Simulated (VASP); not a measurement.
Crystal: Ga.

```
Ga
1.0
     2.44102    0.00000    0.00000
     0.00000    2.44102    0.00000
     0.00000    0.00000    3.35422
Ga
1
Cartesian
  0.0000 0.0000 1.6771
```

```yaml
Program: VASP 6.6.1
Task: relaxation of cell and atoms
Functional: PBE
Potentials_or_basis: VASP PAW PBE potentials, release 64 (Ga_d)
Cutoff: 600 eV
k_mesh: 8 × 8 × 6
Occupations: gaussian, width 0.1 eV
Spin: no spin polarisation
```

At the start: pressure 11.3 GPa; volume 19.99 Å³/atom.

Question: How do energy, volume and symmetry change on relaxing?

Answer: Over 19 steps the energy falls by 373.1 meV/atom and the volume is 20.45 Å³/atom (+2.3 %); space group P4/mmm (No. 123, to 0.05 Å).

Step by step:
| step | energy change (eV) | largest force (eV/Å) | pressure (GPa) | volume (Å³) |
| --- | --- | --- | --- | --- |
| 1 | 0.0000 | 0.0000 | 11.32 | 19.99 |
| 2 | -0.2722 | 0.0000 | -3.94 | 24.08 |
| 3 | -0.2798 | 0.0000 | -2.74 | 23.29 |
| 4 | -0.3110 | 0.0000 | -2.11 | 22.19 |
| 5 | -0.3458 | 0.0000 | 0.08 | 20.51 |
| 6 | -0.2585 | 0.0000 | 12.55 | 17.25 |
| 7 | -0.3559 | 0.0000 | 1.58 | 19.90 |
| 8 | -0.3574 | 0.0000 | 3.67 | 19.13 |
| 9 | -0.3595 | 0.0000 | 2.18 | 19.57 |
| 10 | -0.3597 | 0.0000 | 2.81 | 19.37 |
| 11 | -0.3633 | 0.0000 | 2.84 | 19.44 |
| 12 | -0.3643 | 0.0000 | 2.63 | 19.42 |
| 13 | -0.3648 | 0.0000 | 2.63 | 19.43 |
| 14 | -0.3717 | 0.0000 | -0.05 | 20.40 |
| 15 | -0.3718 | 0.0000 | 0.02 | 20.36 |
| 16 | -0.3720 | 0.0000 | 0.10 | 20.38 |
| 17 | -0.3728 | 0.0000 | 0.22 | 20.42 |
| 18 | -0.3720 | 0.0000 | 0.25 | 20.51 |
| 19 | -0.3731 | 0.0000 | 0.25 | 20.45 |

Final structure:
```cif
data_structure
_symmetry_space_group_name_H-M 'P 1'
_symmetry_Int_Tables_number 1
_cell_length_a 2.7857
_cell_length_b 2.7857
_cell_length_c 2.6357
_cell_angle_alpha 90.000
_cell_angle_beta 90.000
_cell_angle_gamma 90.000
_cell_volume 20.45
loop_
_atom_site_label
_atom_site_type_symbol
_atom_site_fract_x
_atom_site_fract_y
_atom_site_fract_z
_atom_site_occupancy
Ga1 Ga 0.00000 0.00000 0.50000 1
```
